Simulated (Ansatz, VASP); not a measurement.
**Two plane-wave programs on SiO2**

```xyz
6
Lattice="-2.8059 2.8088 2.3452 2.8059 -2.8088 2.3452 2.8059 2.8088 -2.3452" Properties=species:S:1:pos:R:3 pbc="T T T"
Si    0.0000    0.0000    1.1726
Si    0.0000    0.0000    3.5178
O     4.7837    0.8275    0.0000
O     0.8281    0.8275    2.3452
O     1.9778    1.9813    0.0000
O    -1.9778    1.9813    2.3452
```

Alike in both runs: task single point; functional PBE; k mesh 8 × 8 × 8; occupations fermi-dirac, width 0.02 eV; no spin polarisation.

|  | VASP | Ansatz |
| --- | --- | --- |
| version | VASP 6.6.1 | Ansatz 0.2.0 |
| potentials or method | VASP PAW PBE potentials, release 64 (Si, O) | plane waves, PAW |
| plane-wave cutoff (eV) | 600 | 420 |
| valence electrons in the cell | 32 | 32 |

|  | VASP | Ansatz | Ansatz less VASP |
| --- | --- | --- | --- |
| gap on the k mesh at the Fermi level (eV) | 4.98 | 4.99 | +0.004 |
| pressure (GPa) | 6.8 | 6.5 | -0.26 |
| traceless stress, the component that is largest in VASP (GPa) | 1.98 | 1.35 | -0.633 |
| rms of the force components (eV/Å) | 0.294 | 0.253 | -0.0410 |

Atom by atom the forces differ by 0.041 eV/Å (rms over components). With one functional, cell and mesh, what is left measures potentials, basis and numerics.
